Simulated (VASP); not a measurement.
Pt: single point with PBEsol

Crystal: Pt.

```xyz
2
Lattice="2.7252 0.0000 0.0000 -1.3626 2.3601 0.0000 0.0000 0.0000 4.8797" Properties=species:S:1:pos:R:3 pbc="T T T"
Pt    1.3626    0.7867    3.6597
Pt    0.0000    1.5734    1.2199
```

This cell differs from its parent crystal: engineering shear strain xy +0.0000, normal strain along z +0.0367.

```yaml
Program: VASP 6.6.1
Task: single point
Functional: PBEsol
Potentials_or_basis: VASP PAW PBE potentials, release 64 (Pt)
Cutoff: 520 eV
k_mesh: 18 × 18 × 10
Occupations: gaussian, width 0.15 eV
Spin: no spin polarisation
Dipole_correction: no
Further_INCAR_settings: ALGO = Normal; EDIFF = 1e-07; NBANDS = 17
```

```yaml
Pressure: -8.4 GPa
Band_gap_on_the_k_mesh: zero (bands 10 and 11 overlap by 1.35 eV)
```

Stress tensor (GPa, compression positive):
```
 -6.20   0.00   0.00
  0.00  -6.20   0.00
  0.00   0.00 -12.75
```

Levels at points of the mesh, in eV from the Fermi level:
| k point | band 6 | band 7 | band 8 | band 9 | band 10 | band 11 | band 12 | band 13 | band 14 | band 15 |
| --- | --- | --- | --- | --- | --- | --- | --- | --- | --- | --- |
| (0.00, 0.00, 0.00) | -3.16 | -3.16 | -1.59 | -1.59 | -1.01 | -0.17 | -0.17 | 4.31 | 15.15 | 15.27 |
| (0.50, 0.00, 0.00) | -2.92 | -2.51 | -0.06 | 0.45 | 0.62 | 2.31 | 3.84 | 7.22 | 8.62 | 9.48 |
| (0.00, 0.00, 0.50) | -3.45 | -3.45 | -3.45 | -0.72 | -0.72 | -0.72 | -0.72 | 11.26 | 11.26 | 15.68 |
| (0.50, 0.00, 0.50) | -1.70 | -0.87 | -0.87 | 0.55 | 0.55 | 1.67 | 1.67 | 6.63 | 6.63 | 13.73 |

It took 80 s on 1 thread of Intel(R) Xeon(R) Platinum 8259CL CPU @ 2.50GHz (Skylake/Cascade Lake), with other jobs on the host, peak memory 0.22 GiB.

Caveat: the cell differs from its parent crystal (engineering shear strain xy +0.0000, normal strain along z +0.0367); the stress differs along the axes, from -13 to -6 GPa; the PAW data sets were made with another functional, which shifts forces and pressure a little; spin-orbit coupling is left out, which moves the levels of the heavy elements.
